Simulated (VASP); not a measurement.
# V3F (R-3m) in VASP: relaxation of cell and atoms with PBE

Aim: the relaxation of cell and atoms of V3F with PBE.

Everything below comes from runs of VASP 6.6.1. Logs are shortened: lines on timing, memory, paths and dates and some standing lists are left out, and cuts for length are marked.

## (1) The cell of the first run

The structure is trigonal, space group R-3m (No. 166). Conventional cell: a = 4.576 Å, b = 4.576 Å, c = 8.687 Å, α = 90.00°, β = 90.00°, γ = 120.00°. Within 3.1 Å of V (site symmetry 3m) lie 10 V at 2.16 to 3.02 Å and 4 F at 2.18 to 2.74 Å. V (site symmetry -3m) has 8 V at 2.16 to 2.74 Å and 6 F at 3.01 Å within 3.1 Å. F (site symmetry -3m) has 14 V at 2.18 to 3.01 Å within 3.1 Å.

The cell was generated, and may not be a known phase.

## (2) Relaxation of cell and atoms, PBE

INCAR

```
PREC = Accurate
ENCUT = 600
EDIFF = 1E-6
ISMEAR = 0
SIGMA = 0.1
LREAL = F
LASPH = T
NELM = 80
ALGO = Normal
ISIF = 3
LWAVE = F
LCHARG = F
GGA = PE
IBRION = 2
NSW = 100
EDIFFG = -0.01
```

KPOINTS

```
regular mesh
0
Gamma
  12 12 12
```

POSCAR

```
V3F
1.0
    2.2880041421      1.3209798073      2.8956703505
   -2.2880041421      1.3209798073      2.8956703505
    0.0000000000     -2.6419596147      2.8956703505
V F
3 1
Direct
    0.2509888782      0.2509888782      0.2509888782
    0.7490111218      0.7490111218      0.7490111218
    0.5000000000      0.5000000000      0.5000000000
    0.0000000000      0.0000000000      0.0000000000
```

Potentials or basis: VASP PAW PBE potentials, release 64 (V_sv, F).

Run with:

```sh
$ cat potpaw_PBE.64/V_sv/POTCAR potpaw_PBE.64/F/POTCAR > POTCAR
$ mpirun -np 1 vasp_std > vasp.out
```

OUTCAR:

```text
PREC = Accurate
   ENCUT = 600
   EDIFF = 1E-6
   ISMEAR = 0
   LREAL = F
   LASPH = T
   NELM = 80
   ISIF = 3
   GGA = PE
   IBRION = 2
   NSW = 100
   EDIFFG = -0.01

 ion  position               nearest neighbor table
   1  0.251  0.251  0.251-   3 2.16   4 2.18   3 2.74   3 2.74   3 2.74
   2  0.749  0.749  0.749-   3 2.16   4 2.18   3 2.74   3 2.74   3 2.74
   3  0.500  0.500  0.500-   1 2.16   2 2.16   1 2.74   2 2.74   1 2.74   1 2.74   2 2.74   2 2.74

   4  0.000  0.000  0.000-   1 2.18   2 2.18

  LATTYP: Found a trigonal (rhomboedric) cell.
 ALAT       =     3.9198032329
 COS(alpha) =     0.3185796883

  Lattice vectors:

 A1 = (   2.2880041421,   1.3209798073,   2.8956703505)
 A2 = (  -2.2880041421,   1.3209798073,   2.8956703505)
 A3 = (   0.0000000000,  -2.6419596147,   2.8956703505)

Analysis of symmetry for initial positions (statically):
=====================================================================
 Subroutine PRICEL returns:
 Original cell was already a primitive cell.

 Routine SETGRP: Setting up the symmetry group for a
 trigonal (rhombohedral) supercell.

 Subroutine GETGRP returns: Found 12 space group operations
 (whereof 12 operations were pure point group operations)
 out of a pool of 12 trial point group operations.

The static configuration has the point symmetry D_3d.

Analysis of symmetry for dynamics (positions and initial velocities):
=====================================================================
 Subroutine PRICEL returns:
 Original cell was already a primitive cell.

 Routine SETGRP: Setting up the symmetry group for a
 trigonal (rhombohedral) supercell.

 Subroutine GETGRP returns: Found 12 space group operations
 (whereof 12 operations were pure point group operations)
 out of a pool of 12 trial point group operations.

The dynamic configuration has the point symmetry D_3d.

 Subroutine INISYM returns: Found 12 space group operations
 (whereof 12 operations are pure point group operations),
 and found     1 'primitive' translations

----------------------------------------------------------------------------------------

                                     Primitive cell

  volume of cell :      52.5114

  direct lattice vectors                    reciprocal lattice vectors
     2.288004142  1.320979807  2.895670351     0.218531073  0.126168974  0.115114393
    -2.288004142  1.320979807  2.895670351    -0.218531073  0.126168974  0.115114393
     0.000000000 -2.641959615  2.895670351     0.000000000 -0.252337948  0.115114393

  length of vectors
     3.919803233  3.919803233  3.919803233     0.277354941  0.277354941  0.277354941

[... 91 lines left out ...]
   ISYM   =      2    0-nonsym 1-usesym 2-fastsym
   POTIM  = 0.5000    time-step for ionic-motion
   TEBEG  =    0.0;   TEEND  =   0.0 temperature during run
   PSTRESS=    0.0 pullay stress
   NELECT =      46.0000    total number of electrons
   NUPDOWN=      -1.0000    fix difference up-down
   EMIN   =  10.00;   EMAX   =-10.00  energy-range for DOS
   EFERMI =   0.00;   METHOD = LEGACY
   ISMEAR =     0;   SIGMA  =   0.10  broadening in eV -4-tet -1-fermi 0-gaus
   EFERMI_NEDOS =   21; number of points for ismear=-14 and -15
   IALGO  =     38    algorithm
   IMIX   =      4    mixing-type and parameters
     AMIX     =   0.40;   BMIX     =  1.00
     AMIX_MAG =   1.60;   BMIX_MAG =  1.00
  volume/ion in A,a.u.               =      13.13        88.59
  Fermi-wavevector in a.u.,A,eV,Ry     =   1.566425  2.960114 33.384450  2.453688
  Thomas-Fermi vector in A             =   2.668755
   LORBIT       =      0    0 simple, 1 ext, 2 COOP (PROOUT), +10 PAW based schemes
   GGA     = PE    functional components
   LHFCALC =     F    Hartree Fock is set to
   AEXX    =    0.0000 exact exchange contribution
   IVDW    =     0    specifies the selected vdW correction
   LEPSILON=     F    determine dielectric tensor
   LRPA    =     F    only Hartree local field effects (RPA)
 conjugate gradient relaxation of ions
 non-spin polarized calculation
 Gauss-broadening in eV      SIGMA  =   0.10
  energy-cutoff  :      600.00
  volume of cell :       52.51
 maximum number of plane-waves:      1774
   NGX = 15   NGY = 15   NGZ = 15

--------------------------------------- Ionic step        1  -------------------------------------------

 number of electron      45.9999965 magnetization

 Free energy of the ion-electron system (eV)
  ---------------------------------------------------
  ext. energy  EPLUGINS =         0.00000000
  ---------------------------------------------------
  free energy    TOTEN  =       -27.81629306 eV

  energy without entropy =      -27.79600105  energy(sigma->0) =      -27.80614706

------------------------ aborting loop because EDIFF is reached ----------------------------------------

  FORCE on cell =-STRESS in cart. coord.  units (eV):
  Direction    XX          YY          ZZ          XY          YZ          ZX
  --------------------------------------------------------------------------------------
  -------------------------------------------------------------------------------------
  Total        0.0410954      0.0410954      0.3662495      0.0000000     -0.0000000      0.0000000
  in kB        1.2538649      1.2538649     11.1746574      0.0000000     -0.0000000      0.0000000
  external PRESSURE =       4.5607957 kB  Pullay stress =       0.0000000 kB
[... 253 lines left out ...]
--------------------------------------- Ionic step        8  -------------------------------------------

 number of electron      45.9999963 magnetization

 Free energy of the ion-electron system (eV)
  ---------------------------------------------------
  ext. energy  EPLUGINS =         0.00000000
  ---------------------------------------------------
  free energy    TOTEN  =       -27.81782638 eV

  energy without entropy =      -27.79769919  energy(sigma->0) =      -27.80776278

 E-fermi :   8.1029     XC(G=0): -12.1119

 val. band max:        8.1027172784   @ k =   0.3333   0.3333   0.3333
 cond. band min:       8.1098554883   @ k =  -0.2500   0.0833   0.0833
 fundamental gap:      0.0071382098
 Fermi energy:         8.1028589490

 k-point     1 :       0.0000    0.0000    0.0000
  band No.  band energies     occupation
      1     -55.9102      2.00000
      2     -55.8114      2.00000
      3     -54.9947      2.00000
      4     -30.1813      2.00000
      5     -29.7934      2.00000
      6     -29.7934      2.00000
[... 709 lines left out ...]
     26       8.8944      0.00000
     27       9.2507      0.00000

 [... further k-points ...]
[... 5 lines left out ...]
  --------------------------------------------------------------------------------------
  -------------------------------------------------------------------------------------
  Total        0.0214226      0.0214226     -0.0246867      0.0000000      0.0000000      0.0000000
  in kB        0.6533023      0.6533023     -0.7528433      0.0000000      0.0000000      0.0000000
  external PRESSURE =       0.1845871 kB  Pullay stress =       0.0000000 kB
[... 19 lines left out ...]
  FREE ENERGIE OF THE ION-ELECTRON SYSTEM (eV)
  ---------------------------------------------------
  free  energy   TOTEN  =       -27.8178263807 eV

  energy  without entropy=      -27.7976991887  energy(sigma->0) =      -27.80776278

 reached required accuracy - stopping structural energy minimisation
```

CONTCAR:

```text
V3F
   1.00000000000000
     2.2836103798146499    1.3184430674618044    2.9082698747524276
    -2.2836103798146499    1.3184430674618044    2.9082698747524276
    -0.0000000000000000   -2.6368861350238504    2.9082698747526257
  V               F
     3     1
Direct
     0.2497124371030456    0.2497124371030456    0.2497124371030456
     0.7502875628969543    0.7502875628969543    0.7502875628969544
     0.5000000000000000    0.5000000000000000    0.5000000000000000
     1.0000000000000000    1.0000000000000000    1.0000000000000000

  0.00000000E+00  0.00000000E+00  0.00000000E+00
  0.00000000E+00  0.00000000E+00  0.00000000E+00
  0.00000000E+00  0.00000000E+00  0.00000000E+00
  0.00000000E+00  0.00000000E+00  0.00000000E+00
```

Wall time 9.3 min (1 thread of Intel Xeon 6975P-C (Granite Rapids), shared host); peak memory 0.4 GiB.

What came out:

| Item | Value |
| --- | --- |
| Free energy | -27.8178 eV |
| Relaxed volume | 13.13 Å³/atom |
| Relaxed cell | a = 3.926 Å, b = 3.926 Å, c = 3.926 Å, α = 71.14°, β = 71.14°, γ = 71.14° |
| Space group after relaxing (to 0.1 Å) | R-3m (No. 166) |
| Energy gained by relaxing | 0.4 meV/atom |
| Ionic steps | 8 |
| Pressure after relaxing | 0.0 GPa |
| Largest force after relaxing | 0.008 eV/Å |
| Band gap on the k mesh | zero (bands 23 and 24 overlap by 0.42 eV) |

Forces on the atoms (eV/Å):
```
V    0.000  0.000 -0.008
V    0.000  0.000  0.008
V    0.000  0.000  0.000
F    0.000  0.000  0.000
```

Step by step:
| step | energy change (eV) | largest force (eV/Å) | pressure (GPa) | volume (Å³) |
| --- | --- | --- | --- | --- |
| 1 | 0.0000 | 0.0782 | 0.46 | 52.51 |
| 2 | -0.0008 | 0.0372 | -0.50 | 52.80 |
| 3 | -0.0009 | 0.0464 | -0.27 | 52.73 |
| 4 | -0.0013 | 0.0318 | -0.14 | 52.63 |
| 5 | -0.0015 | 0.0199 | 0.00 | 52.54 |
| 6 | -0.0015 | 0.0150 | 0.10 | 52.49 |
| 7 | -0.0015 | 0.0163 | 0.08 | 52.50 |
| 8 | -0.0015 | 0.0079 | 0.02 | 52.54 |

Final structure:
```yaml
crystal:
  lattice:
    - [2.28361, 1.31844, 2.90827]
    - [-2.28361, 1.31844, 2.90827]
    - [0.00000, -2.63689, 2.90827]
  atoms:
    - { symbol: V, position: [0.24971, 0.24971, 0.24971] }
    - { symbol: V, position: [0.75029, 0.75029, 0.75029] }
    - { symbol: V, position: [0.50000, 0.50000, 0.50000] }
    - { symbol: F, position: [0.00000, 0.00000, 0.00000] }
```

Levels at points of the mesh, in eV from the Fermi level:
```csv
k point,band 19,band 20,band 21,band 22,band 23,band 24,band 25,band 26,band 27
"(0.00, 0.00, 0.00)",-2.23,-0.91,-0.25,-0.25,-0.18,-0.18,1.31,1.44,1.44
"(0.50, 0.00, 0.00)",-1.19,-0.95,-0.76,-0.52,-0.31,0.06,0.27,0.43,0.79
"(0.50, 0.50, 0.00)",-1.07,-0.78,-0.74,-0.68,-0.57,0.85,0.89,1.32,1.86
"(0.50, 0.50, 0.50)",-0.74,-0.68,-0.68,-0.16,-0.10,0.18,0.18,0.79,0.79
```

Caveat: the run has no spin polarisation, though such a crystal can be magnetic. With open d or f shells a metallic result of PBE can be an artefact of self-interaction; +U or a hybrid may open a gap.
